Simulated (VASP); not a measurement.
A run of VASP 6.6.1 is set up as follows.

File INCAR:

```
PREC = Accurate
ENCUT = 520
EDIFF = 1E-6
ISMEAR = 0
SIGMA = 0.1
LREAL = F
LASPH = T
NELM = 100
ALGO = Normal
ISIF = 2
LWAVE = F
LCHARG = F
GGA = CA
NBANDS = 12
```

Contents of KPOINTS:

```
Automatic mesh
0
Gamma
  6 6 3
```

Contents of POSCAR:

```
Sb
1.0
    3.7022000000      0.0000000000      0.0000000000
    0.0000000000      3.7022000000      0.0000000000
    0.0000000000      0.0000000000      8.2137000000
Sb
2
Direct
    0.5000000000      0.0000000000      0.6155600000
    0.0000000000      0.5000000000      0.3844400000
```

Potentials or basis: VASP PAW LDA potentials, release 64 (Sb).

Command:

```bash
$ cat potpaw_LDA.64/Sb/POTCAR > POTCAR
$ mpirun -np 1 vasp_std > vasp.out
```

**Question.** Predict the pressure.

**Answer.** -4.7 GPa.

**Question.** What does it give for the band gap on the k mesh?

**Answer.** Zero (band 5 reaches 3.06 eV, above the bottom of band 6 at 0.73 eV).

**Question.** What does it give for the largest force?

**Answer.** 1.695 eV/Å.

Forces on the atoms (eV/Å):
```
Sb   0.000  0.000 -1.695
Sb   0.000  0.000  1.695
```

Caveat: spin-orbit coupling is left out, which moves the levels of the heavy elements; forces of over 1 eV/Å act on the atoms, so gaps and moduli don't describe the material at rest.
